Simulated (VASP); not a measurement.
A run of VASP 6.6.1 is set up as follows.

The input INCAR:

```
SYSTEM = SnTe
PREC = Accurate
ENCUT = 600
EDIFF = 1E-6
ISMEAR = -1
SIGMA = 0.05
LREAL = .FALSE.
LASPH = .TRUE.
NELM = 100
ALGO = Normal
ISIF = 3
LWAVE = .FALSE.
LCHARG = .FALSE.
IBRION = 2
NSW = 60
EDIFFG = -0.01
```

File KPOINTS:

```
regular mesh
0
G
  7 7 7
  0 0 0
```

POSCAR

```
SnTe
1.0
    0.0000000000      3.6111460000      3.6111460000
    3.6111460000      0.0000000000      3.6111460000
    3.6111460000      3.6111460000      0.0000000000
Te Sn
1 1
Direct
    0.2500000000      0.2500000000      0.2500000000
    0.0000000000      0.0000000000      0.0000000000
```

Potentials or basis: VASP PAW LDA potentials, release 64 (Te, Sn_d).

The run is started by

```sh
$ cat potpaw_LDA.64/Te/POTCAR potpaw_LDA.64/Sn_d/POTCAR > POTCAR
$ mpirun -np 1 vasp_std > vasp.out
```

(1) Predict the relaxed cell.

(2) Estimate the relaxed volume.

(3) Estimate the space group after relaxing (to 0.05 Å).

Answers

(1) a = 4.958 Å, b = 4.958 Å, c = 4.958 Å, α = 60.00°, β = 60.00°, γ = 60.00°.

(2) 43.08 Å³/atom.

(3) F-43m (No. 216).
